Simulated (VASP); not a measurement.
Input of a VASP 6.6.1 run:

The input INCAR:

```
ALGO     = Normal         # electronic algorithm
EDIFF    = 1E-6           # SCF threshold, eV
ENCUT    = 520            # plane-wave cutoff, eV
GGA      = PE             # functional
ISIF     = 2              # what is computed and relaxed
ISMEAR   = -1             # smearing method
LASPH    = True           # aspherical terms in the spheres
LCHARG   = False          # write CHGCAR
LREAL    = False          # projectors in reciprocal space
LWAVE    = False          # write WAVECAR
NBANDS   = 12             # bands
NELM     = 60             # most SCF steps
PREC     = Accurate       # precision mode
SIGMA    = 0.1            # smearing width, eV
```

File KPOINTS:

```
k-points
0
Gamma
  3 3 3
```

Contents of POSCAR:

```
Ag
1.0
    0.0000000000      2.0734381516      2.0734381516
    2.0734381516      0.0000000000      2.0734381516
    2.0734381516      2.0734381516      0.0000000000
Ag
1
Direct
    0.0000000000      0.0000000000      0.0000000000
```

Potentials or basis: VASP PAW PBE potentials, release 64 (Ag).

Run with:

```sh
$ cat potpaw_PBE.64/Ag/POTCAR > POTCAR
$ mpirun -np 1 vasp_std > vasp.out
```

Estimate the pressure.

-3.1 GPa.

Caveat: the k points lie up to 0.87 Å⁻¹ apart.
